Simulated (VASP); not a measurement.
MgZr2N2: single point with PBE

The system is MgZr2N2.

```
Mg Zr N
1.0
     3.70525    0.00000    0.00000
     0.00000    3.70525    0.00000
     0.00000    0.00000    5.85554
Mg Zr N
1 2 2
Direct
  0.50000 0.50000 0.00000
  0.00000 0.00000 0.50000
  0.00000 0.00000 0.00000
  0.50000 0.50000 0.61416
  0.50000 0.50000 0.38584
```

The cell was built from a structure type or drawn by symmetry, and may not be a known phase.

- Program: VASP 6.6.1
- Task: single point
- Functional: PBE
- Potentials or basis: VASP PAW PBE potentials, release 64 (Mg, Zr_sv, N)
- Cutoff: 520 eV
- k mesh: 10 × 10 × 6
- Occupations: gaussian, width 0.1 eV
- Spin: no spin polarisation

| Item | Value |
| --- | --- |
| Pressure | 0.1 GPa |
| Largest force | 0.158 eV/Å |
| Band gap on the k mesh | zero (bands 18 and 19 overlap by 1.99 eV) |

Forces in eV/Å, atoms in the order of the input:
```
Mg   0.000  0.000  0.000
Zr   0.000  0.000  0.000
Zr   0.000  0.000  0.000
N    0.000  0.000  0.158
N    0.000  0.000 -0.158
```

Stress tensor (GPa, compression positive):
```
0.02 0.00 0.00
0.00 0.02 0.00
0.00 0.00 0.15
```

Levels at points of the mesh, in eV from the Fermi level:
```tsv
k point	band 14	band 15	band 16	band 17	band 18	band 19	band 20	band 21	band 22	band 23
(0.00, 0.00, 0.00)	-2.79	-1.96	-1.77	-1.59	-1.59	-0.60	0.74	1.07	1.76	2.07
(0.50, 0.00, 0.00)	-2.58	-1.50	-1.49	-1.01	0.02	0.10	0.25	0.45	1.23	2.60
(0.50, 0.50, 0.00)	-3.39	-3.39	-1.84	-1.23	1.27	1.27	1.58	1.85	1.85	2.48
(0.00, 0.00, 0.50)	-3.89	-1.41	-1.33	-1.17	-1.17	0.29	0.57	0.76	1.30	1.50
(0.50, 0.00, 0.50)	-3.30	-0.74	-0.67	-0.40	0.10	0.32	1.19	1.19	1.20	1.22
(0.50, 0.50, 0.50)	-2.98	-2.98	-1.89	0.15	0.15	0.63	0.98	1.59	2.53	2.56
```

Wall time 4.7 min on 1 thread of Intel Xeon 8259CL (shared host), peak memory 0.3 GiB.
